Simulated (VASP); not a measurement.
# ZrC in VASP: further runs, part 2 of 2

VASP 6.6.1. Earlier steps stand in the parts before.

## 3. Single point, PBE

This run uses another cell than the first one: it holds 4 atoms, not 2.

Input file INCAR:

```
SYSTEM = ZrC
ALGO = Normal
EDIFF = 1E-7
ENCUT = 520
GGA = PE
ISIF = 2
ISMEAR = 0
LASPH = .True.
LCHARG = .True.
LELF = .True.
LREAL = .False.
LVHAR = .True.
LWAVE = .False.
NBANDS = 24
NELM = 80
PREC = Accurate
SIGMA = 0.1
```

Input file KPOINTS:

```
k-points
0
Gamma
  6 6 6
  0 0 0
```

Input file POSCAR:

```
ZrC
1.0
    1.6659190468      0.9618188085      5.4294673912
   -1.6659190468      0.9618188085      5.4294673912
    0.0000000000     -1.9236376219      5.4294673903
Zr C
2 2
Direct
    0.2500279998      0.2500279998      0.2500279998
    0.7499720002      0.7499720002      0.7499720002
    0.5000000000      0.5000000000      0.5000000000
    0.0000000000      0.0000000000      0.0000000000
```

Potentials or basis: VASP PAW PBE potentials, release 64 (Zr_sv, C).

On the command line:

```bash
> cat potpaw_PBE.64/Zr_sv/POTCAR potpaw_PBE.64/C/POTCAR > POTCAR
> mpirun -np 1 vasp_std > vasp.out
```

OUTCAR:

```text
SYSTEM = ZrC
   EDIFF = 1E-7
   ENCUT = 520
   GGA = PE
   ISIF = 2
   ISMEAR = 0
   LASPH = .True.
   LREAL = .False.
   NELM = 80
   PREC = Accurate

 ion  position               nearest neighbor table
   1  0.250  0.250  0.250-   4 2.35   4 2.35   4 2.35   3 2.35   3 2.35   3 2.35   2 3.33   2 3.33
                             2 3.33   2 3.33   2 3.33   2 3.33
   2  0.750  0.750  0.750-   4 2.35   4 2.35   4 2.35   3 2.35   3 2.35   3 2.35   1 3.33   1 3.33
                             1 3.33   1 3.33   1 3.33   1 3.33
   3  0.500  0.500  0.500-   1 2.35   1 2.35   2 2.35   2 2.35   1 2.35   2 2.35
   4  0.000  0.000  0.000-   2 2.35   2 2.35   1 2.35   1 2.35   2 2.35   1 2.35

  LATTYP: Found a trigonal (rhomboedric) cell.
 ALAT       =     5.7601647410
 COS(alpha) =     0.8327107732

  Lattice vectors:

 A1 = (   1.6659190468,   0.9618188085,   5.4294673912)
 A2 = (  -1.6659190468,   0.9618188085,   5.4294673912)
 A3 = (   0.0000000000,  -1.9236376219,   5.4294673903)

Analysis of symmetry for initial positions (statically):
=====================================================================
 Subroutine PRICEL returns:
 Original cell was already a primitive cell.

 Routine SETGRP: Setting up the symmetry group for a
 trigonal (rhombohedral) supercell.

 Subroutine GETGRP returns: Found 12 space group operations
 (whereof 12 operations were pure point group operations)
 out of a pool of 12 trial point group operations.

The static configuration has the point symmetry D_3d.

Analysis of symmetry for dynamics (positions and initial velocities):
=====================================================================
 Subroutine PRICEL returns:
 Original cell was already a primitive cell.

 Routine SETGRP: Setting up the symmetry group for a
 trigonal (rhombohedral) supercell.

 Subroutine GETGRP returns: Found 12 space group operations
 (whereof 12 operations were pure point group operations)
 out of a pool of 12 trial point group operations.

[... 124 lines left out ...]
     AMIX_MAG =   1.60;   BMIX_MAG =  1.00
  volume/ion in A,a.u.               =      13.05        88.06
  Fermi-wavevector in a.u.,A,eV,Ry     =   1.390720  2.628079 26.315046  1.934101
  Thomas-Fermi vector in A             =   2.514628
   LORBIT       =      0    0 simple, 1 ext, 2 COOP (PROOUT), +10 PAW based schemes
   GGA     = PE    functional components
   LHFCALC =     F    Hartree Fock is set to
   AEXX    =    0.0000 exact exchange contribution
   IVDW    =     0    specifies the selected vdW correction
   LEPSILON=     F    determine dielectric tensor
   LRPA    =     F    only Hartree local field effects (RPA)
 non-spin polarized calculation
 Gauss-broadening in eV      SIGMA  =   0.10
  energy-cutoff  :      520.00
  volume of cell :       52.20
 maximum number of plane-waves:      1425
 NGX is ok and might be reduce to    48

 number of electron      32.0000000 magnetization

 Free energy of the ion-electron system (eV)
  ---------------------------------------------------
  ext. energy  EPLUGINS =         0.00000000
  ---------------------------------------------------
  free energy    TOTEN  =       -38.90549943 eV

  energy without entropy =      -38.90158980  energy(sigma->0) =      -38.90354462

 E-fermi :   9.5851     XC(G=0): -12.1068

 val. band max:        9.4564859042   @ k =   0.1667   0.1667   0.1667
 cond. band min:       9.6085945060   @ k =   0.5000   0.5000   0.0000
 fundamental gap:      0.1521086018
 Fermi energy:         9.5851327728

 k-point     1 :       0.0000    0.0000    0.0000
  band No.  band energies     occupation
      1     -38.5768      2.00000
      2     -38.4770      2.00000
      3     -17.1290      2.00000
      4     -16.3693      2.00000
      5     -16.3693      2.00000
      6     -16.2906      2.00000
[... 637 lines left out ...]
     23      15.5245      0.00000
     24      17.5072      0.00000

 [... further k-points ...]

------------------------ aborting loop because EDIFF is reached ----------------------------------------

  FORCE on cell =-STRESS in cart. coord.  units (eV):
  Direction    XX          YY          ZZ          XY          YZ          ZX
  --------------------------------------------------------------------------------------
  -------------------------------------------------------------------------------------
  Total        0.1789158      0.1789158      0.0203681      0.0000000      0.0000000      0.0000000
  in kB        5.4916593      5.4916593      0.6251812      0.0000000      0.0000000      0.0000000
  external PRESSURE =       3.8694999 kB  Pullay stress =       0.0000000 kB

 VOLUME and BASIS-vectors are now :
 -----------------------------------------------------------------------------
  energy-cutoff  :      520.00
  volume of cell :       52.20
      direct lattice vectors                 reciprocal lattice vectors
     1.665919047  0.961818809  5.429467391     0.300134632  0.173282811  0.061393376
    -1.665919047  0.961818809  5.429467391    -0.300134632  0.173282811  0.061393376
     0.000000000 -1.923637622  5.429467390     0.000000000 -0.346565621  0.061393376

 POSITION                                       TOTAL-FORCE (eV/Angst)
 -----------------------------------------------------------------------------------
      0.00000     -0.00000      4.07256        -0.000000      0.000000     -0.016163
      0.00000     -0.00000     12.21585        -0.000000     -0.000000      0.016163
      0.00000     -0.00000      8.14420        -0.000000      0.000000     -0.000000
      0.00000      0.00000      0.00000         0.000000      0.000000     -0.000000
 -----------------------------------------------------------------------------------
    total drift:                                0.000000     -0.000000      0.000000

  FREE ENERGIE OF THE ION-ELECTRON SYSTEM (eV)
  ---------------------------------------------------
  free  energy   TOTEN  =       -38.9054994308 eV

  energy  without entropy=      -38.9015897992  energy(sigma->0) =      -38.90354462
```

It took 2 min on 1 thread of Intel Xeon Platinum 8259CL at 2.50GHz (Skylake/Cascade Lake), shared host; peak memory 0.33 GiB.

Results:

| Item | Value |
| --- | --- |
| Free energy | -38.9055 eV |
| Pressure | 0.4 GPa |
| Largest force | 0.016 eV/Å |
| Band gap on the k mesh | zero (bands 16 and 17 overlap by 1.20 eV) |

Forces in eV/Å, atoms in the order of the input:
```
Zr   0.000  0.000 -0.016
Zr   0.000  0.000  0.016
C    0.000  0.000  0.000
C    0.000  0.000  0.000
```

Levels at points of the mesh, in eV from the Fermi level:
| k point | band 13 | band 14 | band 15 | band 16 | band 17 | band 18 | band 19 | band 20 |
| --- | --- | --- | --- | --- | --- | --- | --- | --- |
| (0.00, 0.00, 0.00) | -2.95 | 0.91 | 0.91 | 0.91 | 1.05 | 1.05 | 1.08 | 2.76 |
| (0.50, 0.00, 0.00) | -2.43 | -2.43 | -1.79 | -1.78 | 1.55 | 1.56 | 4.90 | 4.91 |
| (0.50, 0.50, 0.00) | -2.93 | -2.10 | -1.78 | 0.02 | 0.03 | 4.39 | 4.42 | 4.45 |
| (0.50, 0.50, 0.50) | -1.79 | -1.79 | -1.78 | -1.78 | 2.51 | 2.51 | 2.52 | 2.52 |

Caveat: the k points lie up to 0.37 Å⁻¹ apart, too coarse for converged energies and pressures of a metal.

## 4. Single point, PBE (11.48 Å³/atom)

This run uses another cell than the first one, of 11.48 Å³/atom.

Input file INCAR:

```
SYSTEM = ZrC
PREC     = Accurate       ! precision mode
ENCUT    = 520            ! plane-wave cutoff, eV
EDIFF    = 1E-7           ! SCF threshold, eV
ISMEAR   = 0              ! smearing method
SIGMA    = 0.1            ! smearing width, eV
LREAL    = .FALSE.        ! projectors in reciprocal space
LASPH    = .TRUE.         ! aspherical terms in the spheres
NELM     = 100            ! most SCF steps
ALGO     = Normal         ! electronic algorithm
ISIF     = 2              ! what is computed and relaxed
LWAVE    = .FALSE.        ! write WAVECAR
LCHARG   = .TRUE.         ! write CHGCAR
GGA      = PE             ! functional
LELF     = .TRUE.         ! ELF
LVHAR    = .TRUE.       
NBANDS   = 15             ! bands
```

Input file KPOINTS:

```
Automatic mesh
0
G
  20 20 20
  0 0 0
```

Input file POSCAR:

```
ZrC
1.0
    0.0000000000      2.2561078911      2.2561078911
    2.2561078911      0.0000000000      2.2561078911
    2.2561078911      2.2561078911      0.0000000000
Zr C
1 1
Direct
    0.5000000000      0.5000000000      0.5000000000
    0.0000000000      0.0000000000      0.0000000000
```

Potentials or basis: VASP PAW PBE potentials, release 64 (Zr_sv, C).

On the command line:

```bash
> cat potpaw_PBE.64/Zr_sv/POTCAR potpaw_PBE.64/C/POTCAR > POTCAR
> mpirun -np 1 vasp_std > vasp.out
```

OUTCAR:

```text
SYSTEM = ZrC
   PREC = Accurate
   ENCUT = 520
   EDIFF = 1E-7
   ISMEAR = 0
   LREAL = .FALSE.
   LASPH = .TRUE.
   NELM = 100
   ISIF = 2
   GGA = PE

 ion  position               nearest neighbor table
   1  0.500  0.500  0.500-   2 2.26   2 2.26   2 2.26   2 2.26   2 2.26   2 2.26
   2  0.000  0.000  0.000-   1 2.26   1 2.26   1 2.26   1 2.26   1 2.26   1 2.26

  LATTYP: Found a face centered cubic cell.
 ALAT       =     4.5122157822

  Lattice vectors:

 A1 = (   0.0000000000,   2.2561078911,   2.2561078911)
 A2 = (   2.2561078911,   0.0000000000,   2.2561078911)
 A3 = (   2.2561078911,   2.2561078911,   0.0000000000)

Analysis of symmetry for initial positions (statically):
=====================================================================
 Subroutine PRICEL returns:
 Original cell was already a primitive cell.

 Routine SETGRP: Setting up the symmetry group for a
 face centered cubic supercell.

 Subroutine GETGRP returns: Found 48 space group operations
 (whereof 48 operations were pure point group operations)
 out of a pool of 48 trial point group operations.

The static configuration has the point symmetry O_h .

Analysis of symmetry for dynamics (positions and initial velocities):
=====================================================================
 Subroutine PRICEL returns:
 Original cell was already a primitive cell.

 Routine SETGRP: Setting up the symmetry group for a
 face centered cubic supercell.

 Subroutine GETGRP returns: Found 48 space group operations
 (whereof 48 operations were pure point group operations)
 out of a pool of 48 trial point group operations.

The dynamic configuration has the point symmetry O_h .

 Subroutine INISYM returns: Found 48 space group operations
 (whereof 48 operations are pure point group operations),
 and found     1 'primitive' translations

----------------------------------------------------------------------------------------

                                     Primitive cell

  volume of cell :      22.9673

  direct lattice vectors                    reciprocal lattice vectors
     0.000000000  2.256107891  2.256107891    -0.221620607  0.221620607  0.221620607
     2.256107891  0.000000000  2.256107891     0.221620607 -0.221620607  0.221620607
     2.256107891  2.256107891  0.000000000     0.221620607  0.221620607 -0.221620607

  length of vectors
     3.190618378  3.190618378  3.190618378     0.383858151  0.383858151  0.383858151

  position of ions in fractional coordinates (direct lattice)
     0.500000000  0.500000000  0.500000000
     0.000000000  0.000000000  0.000000000

  ion indices of the primitive-cell ions
   primitive index   ion index
                 1           1
                 2           2

----------------------------------------------------------------------------------------

 KPOINTS: Automatic mesh

Automatic generation of k-mesh.
 Grid dimensions read from file:
 generate k-points for:   20   20   20

 Generating k-lattice:

  Cartesian coordinates                     Fractional coordinates (reciprocal lattice)
    -0.011081030  0.011081030  0.011081030     0.050000000  0.000000000  0.000000000
     0.011081030 -0.011081030  0.011081030     0.000000000  0.050000000  0.000000000
     0.011081030  0.011081030 -0.011081030     0.000000000  0.000000000  0.050000000

  Length of vectors
     0.019192908  0.019192908  0.019192908

  Shift w.r.t. Gamma in fractional coordinates (k-lattice)
     0.000000000  0.000000000  0.000000000
[... 37 lines left out ...]
   dimension x,y,z NGXF=    48 NGYF=   48 NGZF=   48
   ions per type =               1   1
   NGX,Y,Z   is equivalent  to a cutoff of  12.51, 12.51, 12.51 a.u.
   NGXF,Y,Z  is equivalent  to a cutoff of  25.01, 25.01, 25.01 a.u.
 SYSTEM =  ZrC
   PREC   = accura    normal or accurate (medium, high low for compatibility)
   ISTART =      0    job   : 0-new  1-cont  2-samecut
   ICHARG =      2    charge: 1-file 2-atom 10-const
   ISPIN  =      1    spin polarized calculation?
   LNONCOLLINEAR =      F non collinear calculations
   LSORBIT =      F    spin-orbit coupling
   LASPH  =      T    aspherical Exc in radial PAW
   ENCUT  =  520.0 eV  38.22 Ry    6.18 a.u.   5.93  5.93  5.93*2*pi/ulx,y,z
   NELM   =    100;   NELMIN=  2; NELMDL= -5     # of ELM steps
   EDIFF  = 0.1E-06   stopping-criterion for ELM
   LREAL  =      F    real-space projection
   EDIFFG = 0.1E-05   stopping-criterion for IOM
   NSW    =      0    number of steps for IOM
   IBRION =     -1    ionic relax: 0-MD 1-quasi-New 2-CG
   NFREE  =      0    steps in history (QN), initial steepest desc. (CG)
   ISIF   =      2    stress and relaxation
   ISYM   =      2    0-nonsym 1-usesym 2-fastsym
   POTIM  = 0.5000    time-step for ionic-motion
   TEBEG  =    0.0;   TEEND  =   0.0 temperature during run
   PSTRESS=    0.0 pullay stress
   NELECT =      16.0000    total number of electrons
   NUPDOWN=      -1.0000    fix difference up-down
   EMIN   =  10.00;   EMAX   =-10.00  energy-range for DOS
   EFERMI =   0.00;   METHOD = LEGACY
   ISMEAR =     0;   SIGMA  =   0.10  broadening in eV -4-tet -1-fermi 0-gaus
   EFERMI_NEDOS =   21; number of points for ismear=-14 and -15
   IALGO  =     38    algorithm
   IMIX   =      4    mixing-type and parameters
     AMIX     =   0.40;   BMIX     =  1.00
     AMIX_MAG =   1.60;   BMIX_MAG =  1.00
  volume/ion in A,a.u.               =      11.48        77.50
  Fermi-wavevector in a.u.,A,eV,Ry     =   1.451259  2.742482 28.655952  2.106153
  Thomas-Fermi vector in A             =   2.568777
   LORBIT       =      0    0 simple, 1 ext, 2 COOP (PROOUT), +10 PAW based schemes
   GGA     = PE    functional components
   LHFCALC =     F    Hartree Fock is set to
   AEXX    =    0.0000 exact exchange contribution
   IVDW    =     0    specifies the selected vdW correction
   LEPSILON=     F    determine dielectric tensor
   LRPA    =     F    only Hartree local field effects (RPA)
 non-spin polarized calculation
 Gauss-broadening in eV      SIGMA  =   0.10
  energy-cutoff  :      520.00
  volume of cell :       22.97
 maximum number of plane-waves:       636
   NGX = 11   NGY = 11   NGZ = 11

 number of electron      15.9999999 magnetization

 Free energy of the ion-electron system (eV)
  ---------------------------------------------------
  ext. energy  EPLUGINS =         0.00000000
  ---------------------------------------------------
  free energy    TOTEN  =       -19.13195900 eV

  energy without entropy =      -19.13047239  energy(sigma->0) =      -19.13121570

 E-fermi :  11.1275     XC(G=0): -12.7517

 val. band max:       11.1162299468   @ k =   0.4000   0.4000   0.0000
 cond. band min:      11.1323949512   @ k =  -0.0500   0.0500   0.0000
 fundamental gap:      0.0161650044
 Fermi energy:        11.1274703101

 k-point     1 :       0.0000    0.0000    0.0000
  band No.  band energies     occupation
      1     -36.5622      2.00000
      2     -14.1621      2.00000
      3     -14.1621      2.00000
      4     -14.1621      2.00000
      5      -0.6200      2.00000
      6      12.0524      0.00000
      7      12.0524      0.00000
      8      12.0524      0.00000
      9      12.2097      0.00000
     10      12.2097      0.00000
     11      12.2097      0.00000
     12      14.2609      0.00000
     13      14.2609      0.00000
     14      19.8675      0.00000
[... 401 lines left out ...]
      2     -15.2725      2.00000
      3     -14.2954      2.00000
      4     -14.2463      2.00000
      5       2.1524      2.00000
      6       6.3935      2.00000
      7       8.0246      2.00000
      8       8.2565      2.00000
      9      15.0429      0.00000
     10      15.0506      0.00000
     11      16.0186      0.00000
     12      20.2892      0.00000
     13      20.8332      0.00000
     14      21.7663      0.00000
     15      26.5530      0.00000

 [... further k-points ...]

------------------------ aborting loop because EDIFF is reached ----------------------------------------

  FORCE on cell =-STRESS in cart. coord.  units (eV):
  Direction    XX          YY          ZZ          XY          YZ          ZX
  --------------------------------------------------------------------------------------
  -------------------------------------------------------------------------------------
  Total        5.3160364      5.3160364      5.3160364      0.0000000     -0.0000000     -0.0000000
  in kB      370.8420192    370.8420192    370.8420192      0.0000000     -0.0000000     -0.0000000
  external PRESSURE =     370.8420192 kB  Pullay stress =       0.0000000 kB

 VOLUME and BASIS-vectors are now :
 -----------------------------------------------------------------------------
  energy-cutoff  :      520.00
  volume of cell :       22.97
      direct lattice vectors                 reciprocal lattice vectors
     0.000000000  2.256107891  2.256107891    -0.221620607  0.221620607  0.221620607
     2.256107891  0.000000000  2.256107891     0.221620607 -0.221620607  0.221620607
     2.256107891  2.256107891  0.000000000     0.221620607  0.221620607 -0.221620607

 POSITION                                       TOTAL-FORCE (eV/Angst)
 -----------------------------------------------------------------------------------
      2.25611      2.25611      2.25611        -0.000000     -0.000000      0.000000
      0.00000      0.00000      0.00000         0.000000      0.000000     -0.000000
 -----------------------------------------------------------------------------------
    total drift:                                0.000000     -0.000000      0.000000

  FREE ENERGIE OF THE ION-ELECTRON SYSTEM (eV)
  ---------------------------------------------------
  free  energy   TOTEN  =       -19.1319590048 eV

  energy  without entropy=      -19.1304723920  energy(sigma->0) =      -19.13121570
```

Wall time 56 s (1 thread of Intel Xeon Platinum 8259CL at 2.50GHz (Skylake/Cascade Lake), shared host); peak memory 0.21 GiB.

What came out:

- Free energy: -19.1320 eV
- Pressure: 37.1 GPa
- Band gap on the k mesh: zero (bands 8 and 9 overlap by 1.35 eV)

Caveat: the cell stands under pressure.

## 5. Overview

| spin | cell | k mesh | gap on the mesh (eV) | pressure (GPa) |
| --- | --- | --- | --- | --- |
| collinear | a = 3.330 Å, angles 60.0°, 2 atoms, atomic positions A | 6 × 6 × 6 | none | 0.3 |
| off | a = 5.760 Å, angles 33.6°, 4 atoms, atomic positions B | 6 × 6 × 6 | none | 0.4 |
| off | a = 3.191 Å, angles 60.0°, 2 atoms, atomic positions A | 20 × 20 × 20 | none | 37.1 |

Alike in all rows: task single point; level PBE; potentials or basis VASP PAW PBE potentials, release 64 (Zr_sv, C); cutoff (eV) 520; smearing gaussian 0.1 eV.

Caveats: some runs use coarse meshes; the cell stands under pressure (at least some runs).

Absolute energies hang on the potentials; compare differences alone.
